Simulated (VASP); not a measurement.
Si32C (a cell with a defect): single point with PBE

Si32C (a cell with a defect):

```
CELL_PARAMETERS angstrom
-5.46973 5.46973 5.46973
5.46973 -5.46973 5.46973
5.46973 5.46973 -5.46973
ATOMIC_POSITIONS crystal
Si 0.99050 0.00863 0.24094
Si 0.01757 0.25284 0.00675
Si 0.99100 0.50665 0.74278
Si 0.97699 0.74447 0.47911
Si 0.25040 0.99197 0.98230
Si 0.22158 0.25370 0.73546
Si 0.25248 0.52832 0.50172
Si 0.22214 0.74418 0.22950
Si 0.58833 0.07250 0.83483
Si 0.48079 0.25481 0.47886
Si 0.49549 0.50887 0.23957
Si 0.49415 0.73668 0.00046
Si 0.73074 0.99171 0.49933
Si 0.75040 0.25394 0.27106
Si 0.71154 0.38415 0.95960
Si 0.74621 0.73601 0.74868
Si 0.97749 0.99823 0.48537
Si 0.99910 0.27423 0.25439
Si 0.99039 0.48884 0.98308
Si 0.99140 0.75182 0.73506
Si 0.23606 0.00012 0.22993
Si 0.26048 0.25351 0.99478
Si 0.24086 0.50960 0.74304
Si 0.23474 0.77467 0.48894
Si 0.51676 0.00055 0.02127
Si 0.43570 0.21857 0.69185
Si 0.49385 0.50944 0.48894
Si 0.47896 0.75254 0.24442
Si 0.77454 0.99971 0.76637
Si 0.73882 0.25287 0.51450
Si 0.73514 0.49102 0.23865
Si 0.74580 0.74903 0.00060
C 0.39343 0.99985 0.63935
```

* Program: VASP 6.6.1
* Task: single point
* Functional: PBE
* Potentials or basis: VASP PAW PBE potentials, release 64 (Si, C)
* Cutoff: 520 eV
* k mesh: 1 × 1 × 1
* Occupations: fermi-dirac, width 0.01 eV
* Spin: no spin polarisation
* Dipole correction: no
* Further INCAR settings: LREAL = Auto; ALGO = Normal; EDIFF = 1e-06; NBANDS = 88

```
Pressure      : 0.9 GPa
Largest force : 0.012 eV/Å
```

Forces in eV/Å, atoms in the order of the input:
```
Si  -0.001 -0.005 -0.002
Si  -0.003  0.000  0.001
Si   0.004 -0.001 -0.003
Si  -0.003  0.001  0.001
Si   0.001 -0.003 -0.005
Si  -0.005  0.002  0.005
Si   0.005 -0.001  0.000
Si  -0.003  0.002 -0.004
Si   0.001 -0.007 -0.005
Si   0.002  0.002 -0.002
Si   0.001 -0.003  0.001
Si   0.002  0.001  0.000
Si   0.001 -0.002 -0.002
Si  -0.002  0.001  0.002
Si  -0.002 -0.002 -0.002
Si  -0.006  0.001  0.005
Si   0.002  0.006  0.002
Si  -0.002  0.001  0.003
Si   0.000  0.001  0.001
Si   0.000 -0.003 -0.001
Si   0.000  0.006  0.000
Si  -0.001 -0.001  0.001
Si   0.000  0.006 -0.001
Si  -0.008 -0.006 -0.001
Si   0.000  0.003  0.005
Si   0.005 -0.005  0.010
Si   0.002  0.001  0.001
Si  -0.001  0.000  0.001
Si   0.008  0.004 -0.007
Si  -0.003 -0.004  0.005
Si   0.002  0.004 -0.003
Si   0.005 -0.006 -0.002
C    0.001  0.007 -0.004
```

Stress tensor (GPa, compression positive):
```
 0.25  0.63 -0.95
 0.63  2.21  0.81
-0.95  0.81  0.21
```

Levels at points of the mesh, in eV from the Fermi level:
| k point | band 62 | band 63 | band 64 | band 65 | band 66 | band 67 | band 68 | band 69 | band 70 | band 71 |
| --- | --- | --- | --- | --- | --- | --- | --- | --- | --- | --- |
| (0.00, 0.00, 0.00) | -1.31 | -0.75 | -0.68 | -0.39 | -0.17 | 0.17 | 0.42 | 0.64 | 0.74 | 0.91 |

Run time: 110 s on 1 thread of Intel(R) Xeon(R) Platinum 8375C CPU @ 2.90GHz (Ice Lake), with other jobs on the host, peak memory 0.62 GiB.

Caveat: the k points lie up to 0.81 Å⁻¹ apart, too coarse for converged energies, forces and pressures.
